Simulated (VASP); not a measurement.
# InP (F-43m) in VASP: a series of runs

InP is run at these levels: PBE; tasks: relaxation of cell and atoms.

Program: VASP 6.6.1. These are calculated values, not measurements. Logs are shortened: lines on timing, memory, paths and dates and some standing lists are left out, and cuts for length are marked.

## 1. The cell of the first run

The structure is cubic, space group F-43m (No. 216). Conventional cell: a = 5.861 Å, b = 5.861 Å, c = 5.861 Å, α = 90.00°, β = 90.00°, γ = 90.00°. Within 3.3 Å of In (site symmetry -43m) lie 4 P at 2.54 Å. Within 3.3 Å of P (site symmetry -43m) lie 4 In at 2.54 Å.

## 2. Relaxation of cell and atoms, PBE

Input file INCAR:

```
SYSTEM = InP
PREC = Accurate
ENCUT = 600
EDIFF = 1E-6
ISMEAR = 0
SIGMA = 0.01
LREAL = .FALSE.
LASPH = .TRUE.
NELM = 80
ALGO = Normal
ISIF = 3
LWAVE = .FALSE.
LCHARG = .FALSE.
GGA = PE
IBRION = 2
NSW = 50
EDIFFG = -0.02
```

Input file KPOINTS:

```
regular mesh
0
G
  6 6 6
  0 0 0
```

Input file POSCAR:

```
InP
1.0
    4.1443530000      0.0000000000      0.0000000000
    2.0721765000      3.5891149803      0.0000000000
    2.0721765000      1.1963716601      3.3838500547
In P
1 1
Direct
    0.0000000000      0.0000000000      0.0000000000
    0.2500000000      0.2500000000      0.2500000000
```

Potentials or basis: VASP PAW PBE potentials, release 64 (In_d, P).

Command:

```sh
cat potpaw_PBE.64/In_d/POTCAR potpaw_PBE.64/P/POTCAR > POTCAR
mpirun -np 1 vasp_std > vasp.out
```

OUTCAR:

```text
SYSTEM = InP
   PREC = Accurate
   ENCUT = 600
   EDIFF = 1E-6
   ISMEAR = 0
   LREAL = .FALSE.
   LASPH = .TRUE.
   NELM = 80
   ISIF = 3
   GGA = PE
   IBRION = 2
   NSW = 50
   EDIFFG = -0.02

 ion  position               nearest neighbor table
   1  0.000  0.000  0.000-   2 2.54   2 2.54   2 2.54   2 2.54
   2  0.250  0.250  0.250-   1 2.54   1 2.54   1 2.54   1 2.54

  LATTYP: Found a face centered cubic cell.
 ALAT       =     5.8610002199

  Lattice vectors:

 A1 = (   4.1443530000,   0.0000000000,   0.0000000000)
 A2 = (   2.0721765000,   3.5891149803,   0.0000000000)
 A3 = (   2.0721765000,   1.1963716601,   3.3838500547)

Analysis of symmetry for initial positions (statically):
=====================================================================
 Subroutine PRICEL returns:
 Original cell was already a primitive cell.

 Routine SETGRP: Setting up the symmetry group for a
 face centered cubic supercell.

 Subroutine GETGRP returns: Found 24 space group operations
 (whereof 24 operations were pure point group operations)
 out of a pool of 48 trial point group operations.

The static configuration has the point symmetry T_d .

Analysis of symmetry for dynamics (positions and initial velocities):
=====================================================================
 Subroutine PRICEL returns:
 Original cell was already a primitive cell.

 Routine SETGRP: Setting up the symmetry group for a
 face centered cubic supercell.

 Subroutine GETGRP returns: Found 24 space group operations
 (whereof 24 operations were pure point group operations)
 out of a pool of 48 trial point group operations.

The dynamic configuration has the point symmetry T_d .

 Subroutine INISYM returns: Found 24 space group operations
 (whereof 24 operations are pure point group operations),
 and found     1 'primitive' translations

----------------------------------------------------------------------------------------

                                     Primitive cell

  volume of cell :      50.3333

  direct lattice vectors                    reciprocal lattice vectors
     4.144353000  0.000000000  0.000000000     0.241292187 -0.139310109 -0.098507123
     2.072176500  3.589114980  0.000000000     0.000000000  0.278620218 -0.098507123
     2.072176500  1.196371660  3.383850055     0.000000000  0.000000000  0.295521369

  length of vectors
     4.144353000  4.144353000  4.144353000     0.295521369  0.295521369  0.295521369

  position of ions in fractional coordinates (direct lattice)
     0.000000000  0.000000000  0.000000000
     0.250000000  0.250000000  0.250000000

  ion indices of the primitive-cell ions
   primitive index   ion index
                 1           1
                 2           2

----------------------------------------------------------------------------------------

 KPOINTS: regular mesh

Automatic generation of k-mesh.
 Grid dimensions read from file:
 generate k-points for:    6    6    6

 Generating k-lattice:

  Cartesian coordinates                     Fractional coordinates (reciprocal lattice)
     0.040215365 -0.023218352 -0.016417854     0.166666667  0.000000000 -0.000000000
     0.000000000  0.046436703 -0.016417854     0.000000000  0.166666667  0.000000000
     0.000000000  0.000000000  0.049253561     0.000000000  0.000000000  0.166666667

  Length of vectors
     0.049253561  0.049253561  0.049253561

  Shift w.r.t. Gamma in fractional coordinates (k-lattice)
     0.000000000  0.000000000  0.000000000

 Subroutine IBZKPT returns following result:
 ===========================================

 Found     16 irreducible k-points:

 Following reciprocal coordinates:
            Coordinates               Weight
  0.000000  0.000000  0.000000      1.000000
  0.166667  0.000000  0.000000      8.000000
  0.333333  0.000000  0.000000      8.000000
  0.500000  0.000000  0.000000      4.000000
  0.166667  0.166667 -0.000000      6.000000
  0.333333  0.166667  0.000000     24.000000
[... 8 lines left out ...]
 -0.333333  0.333333  0.166667     24.000000
 -0.333333  0.500000  0.166667     12.000000
   k-points           NKPTS =     16   k-points in BZ     NKDIM =     16   number of bands    NBANDS=     13
   number of dos      NEDOS =    301   number of ions     NIONS =      2
   total plane-waves  NPLWV =  46656
   dimension x,y,z NGX =    36 NGY =   36 NGZ =   36
   dimension x,y,z NGXF=    72 NGYF=   72 NGZF=   72
   ions per type =               1   1
   NGX,Y,Z   is equivalent  to a cutoff of  14.44, 14.44, 14.44 a.u.
   NGXF,Y,Z  is equivalent  to a cutoff of  28.88, 28.88, 28.88 a.u.
 SYSTEM =  InP
   PREC   = accura    normal or accurate (medium, high low for compatibility)
   ISTART =      0    job   : 0-new  1-cont  2-samecut
   ICHARG =      2    charge: 1-file 2-atom 10-const
   ISPIN  =      1    spin polarized calculation?
   LNONCOLLINEAR =      F non collinear calculations
   LSORBIT =      F    spin-orbit coupling
   LASPH  =      T    aspherical Exc in radial PAW
   ENCUT  =  600.0 eV  44.10 Ry    6.64 a.u.   8.28  8.28  8.28*2*pi/ulx,y,z
   NELM   =     80;   NELMIN=  2; NELMDL= -5     # of ELM steps
   EDIFF  = 0.1E-05   stopping-criterion for ELM
   LREAL  =      F    real-space projection
   EDIFFG = -.2E-01   stopping-criterion for IOM
   NSW    =     50    number of steps for IOM
   IBRION =      2    ionic relax: 0-MD 1-quasi-New 2-CG
   NFREE  =      1    steps in history (QN), initial steepest desc. (CG)
   ISIF   =      3    stress and relaxation
   ISYM   =      2    0-nonsym 1-usesym 2-fastsym
   POTIM  = 0.5000    time-step for ionic-motion
   TEBEG  =    0.0;   TEEND  =   0.0 temperature during run
   PSTRESS=    0.0 pullay stress
   NELECT =      18.0000    total number of electrons
   NUPDOWN=      -1.0000    fix difference up-down
   EMIN   =  10.00;   EMAX   =-10.00  energy-range for DOS
   EFERMI =   0.00;   METHOD = LEGACY
   ISMEAR =     0;   SIGMA  =   0.01  broadening in eV -4-tet -1-fermi 0-gaus
   EFERMI_NEDOS =   21; number of points for ismear=-14 and -15
   IALGO  =     38    algorithm
   IMIX   =      4    mixing-type and parameters
     AMIX     =   0.40;   BMIX     =  1.00
     AMIX_MAG =   1.60;   BMIX_MAG =  1.00
  volume/ion in A,a.u.               =      25.17       169.83
  Fermi-wavevector in a.u.,A,eV,Ry     =   1.162021  2.195901 18.371845  1.350292
  Thomas-Fermi vector in A             =   2.298587
   LORBIT       =      0    0 simple, 1 ext, 2 COOP (PROOUT), +10 PAW based schemes
   GGA     = PE    functional components
   LHFCALC =     F    Hartree Fock is set to
   AEXX    =    0.0000 exact exchange contribution
   IVDW    =     0    specifies the selected vdW correction
   LEPSILON=     F    determine dielectric tensor
   LRPA    =     F    only Hartree local field effects (RPA)
 conjugate gradient relaxation of ions
 non-spin polarized calculation
 Gauss-broadening in eV      SIGMA  =   0.01
  energy-cutoff  :      600.00
  volume of cell :       50.33
 maximum number of plane-waves:      1694
 NGX is ok and might be reduce to    36
   NGX = 17   NGY = 17   NGZ = 17

--------------------------------------- Ionic step        1  -------------------------------------------

 number of electron      17.9999998 magnetization

 Free energy of the ion-electron system (eV)
  ---------------------------------------------------
  ext. energy  EPLUGINS =         0.00000000
  ---------------------------------------------------
  free energy    TOTEN  =        -8.37018012 eV

  energy without entropy =       -8.37018012  energy(sigma->0) =       -8.37018012

------------------------ aborting loop because EDIFF is reached ----------------------------------------

  FORCE on cell =-STRESS in cart. coord.  units (eV):
  Direction    XX          YY          ZZ          XY          YZ          ZX
  --------------------------------------------------------------------------------------
  -------------------------------------------------------------------------------------
  Total        1.0363663      1.0363663      1.0363663     -0.0000000     -0.0000000     -0.0000000
  in kB       32.9889622     32.9889622     32.9889622     -0.0000000     -0.0000000     -0.0000000
  external PRESSURE =      32.9889622 kB  Pullay stress =       0.0000000 kB

 VOLUME and BASIS-vectors are now :
 -----------------------------------------------------------------------------
  energy-cutoff  :      600.00
  volume of cell :       50.33
      direct lattice vectors                 reciprocal lattice vectors
     4.144353000  0.000000000  0.000000000     0.241292187 -0.139310109 -0.098507123
     2.072176500  3.589114980  0.000000000     0.000000000  0.278620218 -0.098507123
     2.072176500  1.196371660  3.383850055     0.000000000  0.000000000  0.295521369
[... 37 lines left out ...]
 POSITION                                       TOTAL-FORCE (eV/Angst)
 -----------------------------------------------------------------------------------
      6.37193      1.22628      3.46844         0.000000     -0.000000      0.000000
      2.12398      1.22628      0.86711        -0.000000      0.000000      0.000000
 -----------------------------------------------------------------------------------
    total drift:                               -0.000000     -0.000000     -0.000000

  FREE ENERGIE OF THE ION-ELECTRON SYSTEM (eV)
  ---------------------------------------------------
  free  energy   TOTEN  =        -8.3892530661 eV

  energy  without entropy=       -8.3892530661  energy(sigma->0) =       -8.38925307

--------------------------------------- Ionic step        3  -------------------------------------------

 number of electron      17.9999999 magnetization

 Free energy of the ion-electron system (eV)
  ---------------------------------------------------
  ext. energy  EPLUGINS =         0.00000000
  ---------------------------------------------------
  free energy    TOTEN  =        -8.39522340 eV

  energy without entropy =       -8.39522340  energy(sigma->0) =       -8.39522340

 E-fermi :   4.7171     XC(G=0):  -9.0630

 val. band max:        4.6715547394   @ k =   0.0000   0.0000   0.0000
 cond. band min:       5.1120972268   @ k =   0.0000   0.0000   0.0000
 fundamental gap:      0.4405424874
 Fermi energy:         4.7171119758

 k-point     1 :       0.0000    0.0000    0.0000
  band No.  band energies     occupation
      1      -9.4338      2.00000
      2      -9.4338      2.00000
      3      -9.4338      2.00000
      4      -9.3053      2.00000
      5      -9.3053      2.00000
      6      -6.5205      2.00000
      7       4.6716      2.00000
      8       4.6716      2.00000
      9       4.6716      2.00000
     10       5.1121      0.00000
     11       8.7557      0.00000
     12       8.7557      0.00000
     13       8.7557      0.00000

 k-point     2 :       0.1667    0.0000    0.0000
  band No.  band energies     occupation
      1      -9.4593      2.00000
      2      -9.4233      2.00000
      3      -9.4233      2.00000
      4      -9.3048      2.00000
      5      -9.3048      2.00000
      6      -6.2315      2.00000
      7       2.5085      2.00000
      8       4.3911      2.00000
      9       4.3911      2.00000
     10       6.2937      0.00000
     11       9.0885      0.00000
[... 246 lines left out ...]
 POSITION                                       TOTAL-FORCE (eV/Angst)
 -----------------------------------------------------------------------------------
      0.00000      0.00000     -0.00000         0.000000      0.000000      0.000000
      2.10648      1.21618      0.85997        -0.000000     -0.000000     -0.000000
 -----------------------------------------------------------------------------------
    total drift:                               -0.000000     -0.000000     -0.000000

  FREE ENERGIE OF THE ION-ELECTRON SYSTEM (eV)
  ---------------------------------------------------
  free  energy   TOTEN  =        -8.3952234002 eV

  energy  without entropy=       -8.3952234002  energy(sigma->0) =       -8.39522340

 reached required accuracy - stopping structural energy minimisation
```

Run time: 59 s. Hardware: 1 thread of Intel Xeon Platinum 8488C (Sapphire Rapids), shared host; peak memory 0.22 GiB.

Results:

```yaml
Free_energy: -8.3952 eV
Relaxed_volume: 26.44 Å³/atom
Relaxed_cell: a = 4.213 Å, b = 4.213 Å, c = 4.213 Å, α = 60.00°, β = 60.00°, γ = 60.00°
Space_group_after_relaxing_to_0.05_Å: F-43m (No. 216)
Energy_gained_by_relaxing: 12.5 meV/atom
Ionic_steps: 3
Pressure_after_relaxing: 0.0 GPa
Band_gap_on_the_k_mesh: 0.44 eV, direct
```

Step by step:
| step | energy change (eV) | largest force (eV/Å) | pressure (GPa) | volume (Å³) |
| --- | --- | --- | --- | --- |
| 1 | 0.0000 | 0.0000 | 3.30 | 50.33 |
| 2 | -0.0191 | 0.0000 | -1.40 | 54.20 |
| 3 | -0.0250 | 0.0000 | 0.01 | 52.87 |

Final structure:
```xyz
2
Lattice="4.2130 0.0000 0.0000 2.1065 3.6485 0.0000 2.1065 1.2162 3.4399" Properties=species:S:1:pos:R:3 pbc="T T T"
In    0.0000    0.0000    0.0000
P     2.1065    1.2162    0.8600
```

Levels at points of the mesh, in eV from the valence-band top:
```
           k point  band 7  band 8  band 9  band 10  band 11  band 12
(0.00, 0.00, 0.00)    0.00    0.00    0.00     0.44     4.08     4.08
(0.50, 0.00, 0.00)   -5.48   -0.90   -0.90     1.38     4.80     4.80
(0.50, 0.50, 0.00)   -5.55   -2.16   -2.16     1.84     2.26     8.91
```

Caveat: spin-orbit coupling is left out, which moves the levels of the heavy elements. Zero-point motion and thermal expansion aren't in these numbers.

## 3. Relaxation of cell and atoms, PBE, target pressure 2 GPa, at which the enthalpy is minimised

Input file INCAR:

```
SYSTEM = InP
ALGO = Normal ; EDIFF = 1E-6
EDIFFG = -0.02 ; ENCUT = 600
GGA = PE ; IBRION = 2
ISIF = 3 ; ISMEAR = 0
LASPH = .True. ; LCHARG = .False.
LREAL = .False. ; LWAVE = .False.
NELM = 100 ; NSW = 50
PREC = Accurate ; PSTRESS = 20.0
SIGMA = 0.01
```

Input file KPOINTS:

```
k-points
0
Gamma
  6 6 6
  0 0 0
```

POSCAR is that of step 2.

Potentials or basis: VASP PAW PBE potentials, release 64 (In_d, P).

Command:

```sh
cat potpaw_PBE.64/In_d/POTCAR potpaw_PBE.64/P/POTCAR > POTCAR
mpirun -np 1 vasp_std > vasp.out
```

It took 51 s on 1 thread of Intel Xeon Platinum 8488C (Sapphire Rapids), shared host; peak memory 0.22 GiB.

The run converged. Its results:

```yaml
Free_energy: -8.3855 eV
Relaxed_volume: 25.63 Å³/atom
Relaxed_cell: a = 4.170 Å, b = 4.170 Å, c = 4.170 Å, α = 60.00°, β = 60.00°, γ = 60.00°
Space_group_after_relaxing_to_0.05_Å: F-43m (No. 216)
Energy_change_on_relaxing_the_enthalpy_is_what_falls: -7.6 meV/atom
Ionic_steps: 3
Pressure_after_relaxing: 2.0 GPa
Band_gap_on_the_k_mesh: 0.61 eV, direct
```

The path:
```tsv
step	energy change (eV)	largest force (eV/Å)	pressure (GPa)	volume (Å³)
1	0.0000	0.0000	3.30	50.33
2	-0.0211	0.0000	1.25	51.83
3	-0.0153	0.0000	2.01	51.26
```

Final structure:
```cif
data_structure
_symmetry_space_group_name_H-M 'P 1'
_symmetry_Int_Tables_number 1
_cell_length_a 4.1696
_cell_length_b 4.1696
_cell_length_c 4.1696
_cell_angle_alpha 60.000
_cell_angle_beta 60.000
_cell_angle_gamma 60.000
_cell_volume 51.26
loop_
_atom_site_label
_atom_site_type_symbol
_atom_site_fract_x
_atom_site_fract_y
_atom_site_fract_z
_atom_site_occupancy
In1 In 0.00000 0.00000 0.00000 1
P1 P 0.25000 0.25000 0.25000 1
```

Levels at points of the mesh, in eV from the valence-band top:
```
           k point  band 6  band 7  band 8  band 9  band 10  band 11  band 12  band 13
(0.00, 0.00, 0.00)  -11.39    0.00    0.00    0.00     0.61     4.09     4.09     4.09
(0.50, 0.00, 0.00)   -9.73   -5.64   -0.95   -0.95     1.45     4.80     4.80     7.06
(0.50, 0.50, 0.00)   -9.10   -5.67   -2.26   -2.26     1.79     2.27     9.10     9.47
```

Caveat: the cell is relaxed towards a set pressure, so the enthalpy falls and the energy may rise; spin-orbit coupling is left out, which moves the levels of the heavy elements.

(Continued in part 2 of 2.)
